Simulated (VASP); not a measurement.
MoH6: single point with PBE

Crystal: MoH6.

```
H Mo
1.0
     2.83252    0.00000    0.00000
    -1.41626    2.45304    0.00000
     0.00000    0.00000   23.06292
H Mo
12 2
Direct
  0.00000 0.00000 0.90565
  0.00000 0.00000 0.09435
  0.66667 0.33333 0.64803
  0.66667 0.33333 0.61563
  0.33333 0.66667 0.77991
  0.33333 0.66667 0.74750
  0.00000 0.00000 0.48380
  0.00000 0.00000 0.51620
  0.66667 0.33333 0.22009
  0.66667 0.33333 0.25250
  0.33333 0.66667 0.35197
  0.33333 0.66667 0.38437
  0.66667 0.33333 0.95034
  0.33333 0.66667 0.04966
```

- Program: VASP 6.6.1
- Task: single point
- Functional: PBE
- Potentials or basis: VASP PAW PBE potentials, release 64 (H, Mo_sv)
- Cutoff: 520 eV
- k mesh: 12 × 12 × 2
- Occupations: gaussian, width 0.1 eV
- Spin: no spin polarisation

| Quantity | Value |
| --- | --- |
| Pressure | -0.1 GPa |
| Largest force | 0.015 eV/Å |
| Band gap on the k mesh | zero (bands 20 and 21 overlap by 0.73 eV) |

Forces in eV/Å, atoms in the order of the input:
```
H    0.000  0.000 -0.007
H    0.000  0.000  0.007
H    0.000  0.000 -0.012
H    0.000  0.000  0.012
H    0.000  0.000 -0.011
H    0.000  0.000  0.012
H    0.000  0.000  0.012
H    0.000  0.000 -0.012
H    0.000  0.000  0.011
H    0.000  0.000 -0.012
H    0.000  0.000  0.012
H    0.000  0.000 -0.012
Mo   0.000  0.000 -0.015
Mo   0.000  0.000  0.015
```

Stress tensor (GPa, compression positive):
```
-0.07  0.00  0.00
 0.00 -0.07  0.00
 0.00  0.00 -0.16
```

Levels at points of the mesh, in eV from the Fermi level:
| k point | band 17 | band 18 | band 19 | band 20 | band 21 | band 22 | band 23 | band 24 |
| --- | --- | --- | --- | --- | --- | --- | --- | --- |
| (0.00, 0.00, 0.00) | -1.85 | -1.05 | -0.75 | -0.75 | -0.59 | -0.59 | 1.70 | 1.70 |
| (0.50, 0.00, 0.00) | -2.31 | -1.30 | -0.50 | -0.09 | 2.33 | 2.50 | 2.83 | 3.91 |
| (0.00, 0.00, 0.50) | -1.85 | -1.05 | -0.75 | -0.75 | -0.59 | -0.59 | 1.70 | 1.70 |
| (0.50, 0.00, 0.50) | -2.31 | -1.30 | -0.50 | -0.09 | 2.33 | 2.50 | 2.83 | 3.91 |

Run time: 4.2 min on 1 thread of Oxide Virtual Turin-like Processor, on a shared host, peak memory 0.36 GiB.
